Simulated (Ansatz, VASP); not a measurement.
**SiO2 in VASP and in Ansatz**

POSCAR

```
SiO2
1.0
    0.0000000000      2.2641470185     -2.2641470185
    4.5282940370      0.0000000000      0.0000000000
   -2.2641470185     -4.5282940370     -2.2641470185
Si O
3 6
Direct
    0.3333333333      0.3333333333      0.6666666667
    0.6666666667      0.6666666667      0.3333333333
    1.0000000000      1.0000000000      0.0000000000
    0.1666666667      0.4166666667      0.3333333333
    0.5000000000      0.7500000000      0.0000000000
    0.8333333333      0.0833333333      0.6666666667
    0.8333333333      0.5833333333      0.6666666667
    0.1666666667      0.9166666667      0.3333333333
    0.5000000000      0.2500000000      0.0000000000
```

INCAR.step1

```
SYSTEM = SiO2
ALGO = Normal
EDIFF = 1E-4
ENCUT = 600
GGA = PE
ISMEAR = 0
LASPH = .True.
LCHARG = .False.
LREAL = .False.
LUSENCCL = .False.
LWAVE = .True.
NELM = 100
PREC = Accurate
SIGMA = 0.02
```

Contents of INCAR.step2:

```
SYSTEM = SiO2
ALGO = Normal
EDIFF = 1E-7
EDIFFG = -0.015
ENCUT = 600
IBRION = 2
ISIF = 3
ISMEAR = 0
ISTART = 1
LASPH = .True.
LCHARG = .False.
LMIXTAU = .True.
LREAL = .False.
LUSENCCL = .False.
LWAVE = .False.
METAGGA = R2SCAN
NELM = 100
NSW = 80
PREC = Accurate
SIGMA = 0.02
```

File KPOINTS:

```
k-points
0
Gamma
  8 8 8
  0 0 0
```

Input for Ansatz:

```yaml
crystal:
  lattice:
    - [0.0, 2.2641470185, -2.2641470185]
    - [4.528294037, 0.0, 0.0]
    - [-2.2641470185, -4.528294037, -2.2641470185]
  atoms:
    - { symbol: Si, position: [0.3333333333, 0.3333333333, 0.6666666667] }
    - { symbol: Si, position: [0.6666666667, 0.6666666667, 0.3333333333] }
    - { symbol: Si, position: [1.0, 1.0, 0.0] }
    - { symbol: O, position: [0.1666666667, 0.4166666667, 0.3333333333] }
    - { symbol: O, position: [0.5, 0.75, 0.0] }
    - { symbol: O, position: [0.8333333333, 0.0833333333, 0.6666666667] }
    - { symbol: O, position: [0.8333333333, 0.5833333333, 0.6666666667] }
    - { symbol: O, position: [0.1666666667, 0.9166666667, 0.3333333333] }
    - { symbol: O, position: [0.5, 0.25, 0.0] }
basis:
  ecutwfc: 500
kpoints:
  mp_grid: { grid: [8, 8, 8] }
hamiltonian:
  xc: r2scan
scf:
  occupations: { method: gaussian, width: 0.02 }
output:
  forces: true
  stress: true
  eigenvalues: true
relax:
  adjacent_minimum: "off"
  f_tol: 0.015
  max_steps: 60
  cell: { stress_tol: 0.15 }
```

Alike in both runs: task relaxation of cell and atoms; functional r2SCAN; k mesh 8 × 8 × 8; occupations gaussian, width 0.02 eV; no spin polarisation.

```csv
,VASP,Ansatz
version,VASP 6.6.1,Ansatz 0.2.0
potentials or method,"VASP PAW PBE potentials, release 64 (Si, O), cutoff 600 eV","scalar-relativistic, plane waves, PAW"
valence electrons in the cell,48,48
```

VASP gave:

```
gap on the k mesh at the Fermi level, each at its own relaxed structure (eV) : 2.68
relaxed volume (Å³/atom)                                                     : 7.74
relaxed cell length with the largest relative difference (Å)                 : 4.528
```

**Question.** What did Ansatz give for the same quantities?

**Answer.** gap on the k mesh at the Fermi level, each at its own relaxed structure (eV): 2.71; relaxed volume (Å³/atom): 7.74; relaxed cell length with the largest relative difference (Å): 4.528.

VASP's potentials were made for PBE, not for r2SCAN.

Noted on VASP's run: the relaxation stopped at its first step, so nothing moved.
